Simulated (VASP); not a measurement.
Runs of VASP 6.6.1 on Sn2TeO2. The structure is that of space group P-3m1 (No. 164), or close to it. The cells are those of the table. 

```csv
task,cell,k mesh,cutoff (eV),gap on the mesh (eV),pressure (GPa),relaxed volume (Å³/atom),largest force (eV/Å)
single point,"a = 4.069, b = 4.069, c = 6.769 Å, angles 90.0, 90.0, 120.0°, 5 atoms",6 × 6 × 4,520,none,0.3,-,(a)
single point,"a = 4.081, b = 4.081, c = 6.738 Å, angles 90.0, 90.0, 120.0°, 5 atoms",12 × 12 × 6,520,none,0.1,-,0.06
relaxation of cell and atoms,"relaxed from a = 4.083, b = 4.083, c = 6.774 Å, angles 90.0, 90.0, 120.0°, 5 atoms",6 × 6 × 4,600,none,0.0,19.44,0.03
relaxation of cell and atoms,"relaxed from a = 4.467, b = 4.467, c = 7.487 Å, angles 90.0, 90.0, 120.0°, 5 atoms",6 × 6 × 2,600,none,-0.1,(b),0.02
single point,"a = 4.083, b = 4.083, c = 6.774 Å, angles 90.0, 90.0, 120.0°, 5 atoms",6 × 6 × 2,520,none,-0.2,-,(c)
```

Alike in all rows: level PBE; potentials or basis VASP PAW PBE potentials, release 64 (Sn_d, Te, O); no spin polarisation; smearing gaussian 0.1 eV.

Question: Fill in the values left out.

Answer: (a) 0.07; (b) 19.50; (c) 0.05.

Caveats: some runs use coarse meshes; spin-orbit coupling is left out, which moves the levels of the heavy elements; the volume moved by over 15 % at a fixed basis, so the end points are rough (some runs).

A k mesh can miss the band edges, and the runs leave out spin-orbit coupling on Sn, Te.

A gap of «none» marks levels without a gap at the run's occupations.
